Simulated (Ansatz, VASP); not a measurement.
Given: the input of a run of Ansatz 0.2.0 on Au.

input.yaml

```yaml
crystal:
  lattice:
    - [2.8407997153, 0.0, 0.0]
    - [-1.4203998576, 2.4602047205, 0.0]
    - [0.0, 0.0, 4.7803802105]
  atoms:
    - { symbol: Au, position: [0.6666666667, 0.3333333333, 0.25] }
    - { symbol: Au, position: [0.3333333333, 0.6666666667, 0.75] }
kpoints:
  mp_grid: { grid: [11, 11, 6] }
scf:
  occupations: { method: fermi_dirac, width: 0.05 }
hamiltonian:
  xc: lda
  pseudopotentials: { kind: all_electron, lapw: { basis_error: 0.001 } }
output:
  forces: true
  stress: true
  eigenvalues: true
```

Potentials or basis: all-electron LAPW, scalar-relativistic.

Run with:

```console
$ ansatz run input.yaml --threads 1 --pin off --max-ram 3072MiB --backend cpu --events-out ev --progress --plain --runs-dir out
```

Problem. Translate it to VASP 6.6.1. Potentials there: VASP PAW LDA potentials, release 64 (Au).

Solution. As run (the cutoff follows the program's own potentials):

The input INCAR:

```
PREC = Accurate
ENCUT = 520
EDIFF = 1E-6
ISMEAR = -1
SIGMA = 0.05
LREAL = F
LASPH = T
NELM = 60
ALGO = Fast
ISIF = 2
LWAVE = F
LCHARG = F
NBANDS = 18
```

Contents of KPOINTS:

```
Automatic mesh
0
Gamma
  11 11 6
```

Contents of POSCAR:

```
Au
1.0
    2.8407997153      0.0000000000      0.0000000000
   -1.4203998576      2.4602047205      0.0000000000
    0.0000000000      0.0000000000      4.7803802105
Au
2
Direct
    0.6666666667      0.3333333333      0.2500000000
    0.3333333333      0.6666666667      0.7500000000
```

Potentials or basis: VASP PAW LDA potentials, release 64 (Au).

Launch:

```sh
$ cat potpaw_LDA.64/Au/POTCAR > POTCAR
$ mpirun -np 1 vasp_std > vasp.out
```

Both were run:

|  | VASP | Ansatz | Ansatz less VASP |
| --- | --- | --- | --- |
| gap on the k mesh at the Fermi level (eV) | none | none | - |
| pressure (GPa) | -0.7 | -1.3 | -0.55 |
| traceless stress, the component that is largest in VASP (GPa) | -0.85 | -0.76 | +0.085 |

LDA's correlation is that of Perdew and Zunger in VASP and of Perdew and Wang (1992) in Ansatz. A gap of «none» marks a metal or a gap that the smearing closes. Ansatz ran all-electron here, and VASP with PAW potentials.

Neither program's run includes spin-orbit coupling.
